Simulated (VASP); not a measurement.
# Pd (Im-3m) in VASP: single point with PBEsol

Aim: the single point of Pd with PBEsol.

Program: VASP 6.6.1. These are calculated values, not measurements. Logs are shortened: lines on timing, memory, paths and dates and some standing lists are left out, and cuts for length are marked.

### Step 1. The cell of the first run

The structure is cubic, space group Im-3m (No. 229). The conventional cell has a = 3.084 Å, b = 3.084 Å, c = 3.084 Å, α = 90.00°, β = 90.00°, γ = 90.00°. Pd (site symmetry m-3m) has 14 Pd at 2.67 to 3.08 Å within 3.5 Å.

This isn't the form of Pd at room conditions, which is fcc.

### Step 2. Single point, PBEsol

File INCAR:

```
SYSTEM = Pd
  PREC = Accurate
  ENCUT = 500
  EDIFF = 1E-6
  ISMEAR = 0
  SIGMA = 0.1
  LREAL = .FALSE.
  LASPH = .TRUE.
  NELM = 120
  ALGO = Normal
  ISIF = 2
  LWAVE = .FALSE.
  LCHARG = .FALSE.
  GGA = PS
  NBANDS = 11
  GGA_COMPAT = .FALSE.
```

File KPOINTS:

```
Automatic mesh
0
G
  28 28 28
  0 0 0
```

File POSCAR:

```
Pd
1.0
   -1.5417549624      1.5417549624      1.5417549624
    1.5417549624     -1.5417549624      1.5417549624
    1.5417549624      1.5417549624     -1.5417549624
Pd
1
Direct
    0.0000000000      0.0000000000      0.0000000000
```

Potentials or basis: VASP PAW PBE potentials, release 64 (Pd).

Command:

```console
$ cat potpaw_PBE.64/Pd/POTCAR > POTCAR
$ mpirun -np 1 vasp_std > vasp.out
```

OUTCAR:

```text
SYSTEM = Pd
   PREC = Accurate
   ENCUT = 500
   EDIFF = 1E-6
   ISMEAR = 0
   LREAL = .FALSE.
   LASPH = .TRUE.
   NELM = 120
   ISIF = 2
   GGA = PS

 ion  position               nearest neighbor table
   1  0.000  0.000  0.000-

  LATTYP: Found a body centered cubic cell.
 ALAT       =     3.0835099248

  Lattice vectors:

 A1 = (  -1.5417549624,   1.5417549624,   1.5417549624)
 A2 = (   1.5417549624,  -1.5417549624,   1.5417549624)
 A3 = (   1.5417549624,   1.5417549624,  -1.5417549624)

Analysis of symmetry for initial positions (statically):
=====================================================================
 Subroutine PRICEL returns:
 Original cell was already a primitive cell.

 Routine SETGRP: Setting up the symmetry group for a
 body centered cubic supercell.

 Subroutine GETGRP returns: Found 48 space group operations
 (whereof 48 operations were pure point group operations)
 out of a pool of 48 trial point group operations.

The static configuration has the point symmetry O_h .

Analysis of symmetry for dynamics (positions and initial velocities):
=====================================================================
 Subroutine PRICEL returns:
 Original cell was already a primitive cell.

 Routine SETGRP: Setting up the symmetry group for a
 body centered cubic supercell.

 Subroutine GETGRP returns: Found 48 space group operations
 (whereof 48 operations were pure point group operations)
 out of a pool of 48 trial point group operations.

The dynamic configuration has the point symmetry O_h .

 Subroutine INISYM returns: Found 48 space group operations
 (whereof 48 operations are pure point group operations),
 and found     1 'primitive' translations

----------------------------------------------------------------------------------------

                                     Primitive cell

  volume of cell :      14.6591

  direct lattice vectors                    reciprocal lattice vectors
    -1.541754962  1.541754962  1.541754962     0.000000000  0.324305750  0.324305750
     1.541754962 -1.541754962  1.541754962     0.324305750  0.000000000  0.324305750
     1.541754962  1.541754962 -1.541754962     0.324305750  0.324305750  0.000000000

  length of vectors
     2.670397928  2.670397928  2.670397928     0.458637591  0.458637591  0.458637591

  position of ions in fractional coordinates (direct lattice)
     0.000000000  0.000000000  0.000000000

  ion indices of the primitive-cell ions
   primitive index   ion index
                 1           1

----------------------------------------------------------------------------------------

 KPOINTS: Automatic mesh

Automatic generation of k-mesh.
 Grid dimensions read from file:
 generate k-points for:   28   28   28

 Generating k-lattice:

  Cartesian coordinates                     Fractional coordinates (reciprocal lattice)
     0.000000000  0.011582348  0.011582348     0.035714286  0.000000000  0.000000000
     0.011582348  0.000000000  0.011582348     0.000000000  0.035714286  0.000000000
     0.011582348  0.011582348  0.000000000     0.000000000  0.000000000  0.035714286

  Length of vectors
     0.016379914  0.016379914  0.016379914

  Shift w.r.t. Gamma in fractional coordinates (k-lattice)
     0.000000000  0.000000000  0.000000000

 Subroutine IBZKPT returns following result:
 ===========================================

 Found    624 irreducible k-points:

 Following reciprocal coordinates:
            Coordinates               Weight
  0.000000  0.000000  0.000000      1.000000
  0.035714  0.000000  0.000000     12.000000
  0.071429  0.000000  0.000000     12.000000
  0.107143  0.000000  0.000000     12.000000
  0.142857  0.000000  0.000000     12.000000
  0.178571  0.000000  0.000000     12.000000
[... 16 lines left out ...]
  0.285714  0.035714  0.000000     48.000000
  0.321429  0.035714  0.000000     48.000000
 [... further k-points ...]
   k-points           NKPTS =    624   k-points in BZ     NKDIM =    624   number of bands    NBANDS=     11
   number of dos      NEDOS =    301   number of ions     NIONS =      1
   total plane-waves  NPLWV =   8000
   dimension x,y,z NGX =    20 NGY =   20 NGZ =   20
   dimension x,y,z NGXF=    40 NGYF=   40 NGZF=   40
   ions per type =               1
   NGX,Y,Z   is equivalent  to a cutoff of  12.45, 12.45, 12.45 a.u.
   NGXF,Y,Z  is equivalent  to a cutoff of  24.90, 24.90, 24.90 a.u.
 SYSTEM =  Pd
   PREC   = accura    normal or accurate (medium, high low for compatibility)
   ISTART =      0    job   : 0-new  1-cont  2-samecut
   ICHARG =      2    charge: 1-file 2-atom 10-const
   ISPIN  =      1    spin polarized calculation?
   LNONCOLLINEAR =      F non collinear calculations
   LSORBIT =      F    spin-orbit coupling
   LASPH  =      T    aspherical Exc in radial PAW
   ENCUT  =  500.0 eV  36.75 Ry    6.06 a.u.   4.87  4.87  4.87*2*pi/ulx,y,z
   NELM   =    120;   NELMIN=  2; NELMDL= -5     # of ELM steps
   EDIFF  = 0.1E-05   stopping-criterion for ELM
   LREAL  =      F    real-space projection
[... 7 lines left out ...]
   TEBEG  =    0.0;   TEEND  =   0.0 temperature during run
   PSTRESS=    0.0 pullay stress
   NELECT =      10.0000    total number of electrons
   NUPDOWN=      -1.0000    fix difference up-down
   EMIN   =  10.00;   EMAX   =-10.00  energy-range for DOS
   EFERMI =   0.00;   METHOD = LEGACY
   ISMEAR =     0;   SIGMA  =   0.10  broadening in eV -4-tet -1-fermi 0-gaus
   EFERMI_NEDOS =   21; number of points for ismear=-14 and -15
   IALGO  =     38    algorithm
   IMIX   =      4    mixing-type and parameters
     AMIX     =   0.40;   BMIX     =  1.00
     AMIX_MAG =   1.60;   BMIX_MAG =  1.00
  volume/ion in A,a.u.               =      14.66        98.92
  Fermi-wavevector in a.u.,A,eV,Ry     =   1.441140  2.723360 28.257726  2.076884
  Thomas-Fermi vector in A             =   2.559806
   LORBIT       =      0    0 simple, 1 ext, 2 COOP (PROOUT), +10 PAW based schemes
   GGA     = PS    functional components
   LHFCALC =     F    Hartree Fock is set to
   AEXX    =    0.0000 exact exchange contribution
   IVDW    =     0    specifies the selected vdW correction
   LEPSILON=     F    determine dielectric tensor
   LRPA    =     F    only Hartree local field effects (RPA)
 non-spin polarized calculation
 Gauss-broadening in eV      SIGMA  =   0.10
  energy-cutoff  :      500.00
  volume of cell :       14.66
 maximum number of plane-waves:       384
   NGX =  9   NGY =  9   NGZ =  9

 number of electron      10.0000000 magnetization

 number of electron       9.9999999 magnetization

 Free energy of the ion-electron system (eV)
  ---------------------------------------------------
  ext. energy  EPLUGINS =         0.00000000
  ---------------------------------------------------
  free energy    TOTEN  =        -5.90961507 eV

  energy without entropy =       -5.90362473  energy(sigma->0) =       -5.90661990

 E-fermi :   9.7072     XC(G=0): -13.4138

 val. band max:        9.7022064551   @ k =  -0.4286  -0.4286   0.0714
 cond. band min:       9.7097386527   @ k =   0.1786   0.1786   0.0000
 fundamental gap:      0.0075321976
 Fermi energy:         9.7072092734

 k-point     1 :       0.0000    0.0000    0.0000
  band No.  band energies     occupation
      1       2.4445      2.00000
      2       6.7154      2.00000
      3       6.7154      2.00000
      4       6.7154      2.00000
      5       8.7574      2.00000
      6       8.7574      2.00000
      7      29.0606      0.00000
      8      29.0606      0.00000
      9      29.0606      0.00000
     10      35.9776      0.00000
     11      37.7221      0.00000

 k-point     2 :       0.0357    0.0000    0.0000
  band No.  band energies     occupation
      1       2.4942      2.00000
      2       6.6981      2.00000
      3       6.7161      2.00000
      4       6.7511      2.00000
      5       8.7361      2.00000
      6       8.7586      2.00000
      7      29.0417      0.00000
      8      29.0727      0.00000
      9      29.1219      0.00000
     10      35.9704      0.00000
     11      37.0430      0.00000

 k-point     3 :       0.0714    0.0000    0.0000
  band No.  band energies     occupation
      1       2.6414      2.00000
      2       6.6474      2.00000
      3       6.7175      2.00000
      4       6.8573      2.00000
      5       8.6776      2.00000
      6       8.7624      2.00000
      7      28.9607      0.00000
      8      29.0925      0.00000
      9      29.3033      0.00000
     10      35.9315      0.00000
     11      36.0552      0.00000

 k-point     4 :       0.1071    0.0000    0.0000
  band No.  band energies     occupation
      1       2.8791      2.00000
      2       6.5668      2.00000
      3       6.7180      2.00000
      4       7.0315      2.00000
      5       8.5963      2.00000
      6       8.7694      2.00000
      7      28.7464      0.00000
      8      29.0697      0.00000
      9      29.5971      0.00000
     10      35.2281      0.00000
     11      35.6916      0.00000

 k-point     5 :       0.1429    0.0000    0.0000
  band No.  band energies     occupation
      1       3.1938      2.00000
      2       6.4616      2.00000
      3       6.7198      2.00000
      4       7.2693      2.00000
      5       8.5130      2.00000
      6       8.7803      2.00000
      7      28.2982      0.00000
      8      28.9274      0.00000
      9      29.9906      0.00000
     10      34.7003      0.00000
     11      35.1108      0.00000
[... 211 lines left out ...]
 k-point    21 :       0.2143    0.0357    0.0000
  band No.  band energies     occupation
      1       4.1386      2.00000
      2       6.1407      2.00000
      3       6.8231      2.00000
      4       8.1551      2.00000
      5       8.3953      2.00000
      6       8.8479      2.00000
      7      25.9069      0.00000
      8      27.7733      0.00000
      9      31.1817      0.00000
     10      32.6513      0.00000
     11      34.8775      0.00000

 k-point    22 :       0.2500    0.0357    0.0000
  band No.  band energies     occupation
      1       4.4001      2.00000
      2       6.0045      2.00000
      3       7.0757      2.00000
      4       8.4141      2.00000
      5       8.5661      2.00000
      6       8.8805      2.00000
      7      24.5928      0.00000
      8      27.1643      0.00000
      9      31.3378      0.00000
     10      32.0674      0.00000
     11      34.8472      0.00000

 k-point    23 :       0.2857    0.0357    0.0000
  band No.  band energies     occupation
      1       4.5266      2.00000
      2       5.8753      2.00000
      3       7.5094      2.00000
      4       8.4714      2.00000
      5       8.9023      2.00000
      6       9.0111      2.00000
      7      23.2101      0.00000
      8      26.5660      0.00000
      9      30.5002      0.00000
     10      32.4774      0.00000
     11      34.8688      0.00000

 k-point    24 :       0.3214    0.0357    0.0000
  band No.  band energies     occupation
      1       4.5411      2.00000
      2       5.7587      2.00000
      3       8.0576      2.00000
      4       8.5681      2.00000
      5       8.9630      2.00000
      6       9.4469      1.99977
      7      21.8263      0.00000
      8      26.0209      0.00000
      9      29.5917      0.00000
     10      32.9885      0.00000
     11      34.9612      0.00000

 [... further k-points ...]
[... 5 lines left out ...]
  --------------------------------------------------------------------------------------
  -------------------------------------------------------------------------------------
  Total       -0.0256979     -0.0256979     -0.0256979      0.0000000     -0.0000000      0.0000000
  in kB       -2.8086793     -2.8086793     -2.8086793      0.0000000     -0.0000000      0.0000000
  external PRESSURE =      -2.8086793 kB  Pullay stress =       0.0000000 kB

 VOLUME and BASIS-vectors are now :
 -----------------------------------------------------------------------------
  energy-cutoff  :      500.00
  volume of cell :       14.66
      direct lattice vectors                 reciprocal lattice vectors
    -1.541754962  1.541754962  1.541754962     0.000000000  0.324305750  0.324305750
     1.541754962 -1.541754962  1.541754962     0.324305750  0.000000000  0.324305750
     1.541754962  1.541754962 -1.541754962     0.324305750  0.324305750  0.000000000

 POSITION                                       TOTAL-FORCE (eV/Angst)
 -----------------------------------------------------------------------------------
      0.00000      0.00000      0.00000        -0.000000     -0.000000      0.000000
 -----------------------------------------------------------------------------------
    total drift:                                0.000000     -0.000000      0.000000

  FREE ENERGIE OF THE ION-ELECTRON SYSTEM (eV)
  ---------------------------------------------------
  free  energy   TOTEN  =        -5.9096150743 eV

  energy  without entropy=       -5.9036247277  energy(sigma->0) =       -5.90661990
```

It took 33 s on 1 thread of Intel Xeon 6975P-C (Granite Rapids), shared host; peak memory 0.21 GiB.

What came out:

```
Free energy            : -5.9096 eV
Pressure               : -0.3 GPa
Band gap on the k mesh : zero (bands 5 and 6 overlap by 1.71 eV)
```

Levels at points of the mesh, in eV from the Fermi level:
```
           k point  band 3  band 4  band 5  band 6  band 7  band 8
(0.00, 0.00, 0.00)   -2.99   -2.99   -0.95   -0.95   19.35   19.35
(0.50, 0.00, 0.00)   -1.03   -0.70    0.64    1.32    7.98   15.11
(0.50, 0.50, 0.50)    0.24    0.24    0.24    9.19    9.19    9.19
```

Caveat: the PAW data sets were made with another functional, which shifts forces and pressure a little.
